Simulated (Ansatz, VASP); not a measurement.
**Two plane-wave programs on Cu**

```xyz
1
Lattice="0.0000 1.8075 1.8075 1.8075 0.0000 1.8075 1.8075 1.8075 0.0000" Properties=species:S:1:pos:R:3 pbc="T T T"
Cu    0.0000    0.0000    0.0000
```

Alike in both runs: task single point; functional PBE; k mesh 22 × 22 × 22; occupations gaussian, width 0.05 eV; no spin polarisation.

|  | VASP | Ansatz |
| --- | --- | --- |
| version | VASP 6.6.1 | Ansatz 0.2.0 |
| potentials or method | VASP PAW PBE potentials, release 64 (Cu), cutoff 520 eV | scalar-relativistic, plane waves, PAW |
| valence electrons in the cell | 11 | 19 |

Ansatz gave:

```
gap on the k mesh at the Fermi level (eV) : none
pressure (GPa)                            : 1.8
```

Question: Which values does VASP return?

Answer: gap on the k mesh at the Fermi level (eV): none; pressure (GPa): 2.3.

A gap of «none» marks a metal or a gap that the smearing closes. With one functional, cell and mesh, what is left measures potentials, basis and numerics. VASP's potentials hold 11 valence electrons a cell and Ansatz's 19, so a difference there can come from the potentials and not from the codes.
